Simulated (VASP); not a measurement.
Cd4SeS3:

```
Cd Se S
1.0
    -2.89982    2.89982    5.79965
     2.89982   -2.89982    5.79965
     2.89982    2.89982   -5.79965
Cd Se S
4 1 3
Direct
  0.87500 0.37500 0.00000
  0.37500 0.87500 0.00000
  0.12500 0.12500 0.50000
  0.62500 0.62500 0.50000
  0.50000 0.50000 0.00000
  0.75000 0.25000 0.50000
  0.25000 0.75000 0.50000
  0.00000 0.00000 0.00000
```

- Program: VASP 6.6.1
- Task: relaxation of cell and atoms
- Functional: PBE
- Potentials or basis: VASP PAW PBE potentials, release 64 (Cd, Se, S)
- Cutoff: 600 eV
- k mesh: 4 × 4 × 4
- Occupations: gaussian, width 0.1 eV
- Spin: no spin polarisation

At the start: pressure 6.9 GPa; volume 24.38 Å³/atom.

Task: Where does the relaxation end?

Result: Over 5 steps the energy falls by 62.7 meV/atom and the volume is 26.98 Å³/atom (+10.7 %); space group I-42m (No. 121, to 0.1 Å) before and after.

The path:
| step | energy change (eV) | largest force (eV/Å) | pressure (GPa) | volume (Å³) |
| --- | --- | --- | --- | --- |
| 1 | 0.0000 | 0.7169 | 6.88 | 195.08 |
| 2 | -0.4210 | 0.2233 | -2.00 | 226.16 |
| 3 | -0.4726 | 0.3232 | -0.21 | 217.52 |
| 4 | -0.4894 | 0.2090 | -0.10 | 216.92 |
| 5 | -0.5014 | 0.0281 | 0.11 | 215.86 |

Final structure:
```
Cd Se S
1.0
    -2.99944    2.99944    5.99823
     2.99944   -2.99944    5.99823
     2.99944    2.99944   -5.99823
Cd Se S
4 1 3
Direct
  0.88494 0.37131 0.00000
  0.37131 0.88494 0.00000
  0.11506 0.11506 0.48637
  0.62869 0.62869 0.51363
  0.50000 0.50000 0.00000
  0.75000 0.25000 0.50000
  0.25000 0.75000 0.50000
  0.00000 0.00000 0.00000
```
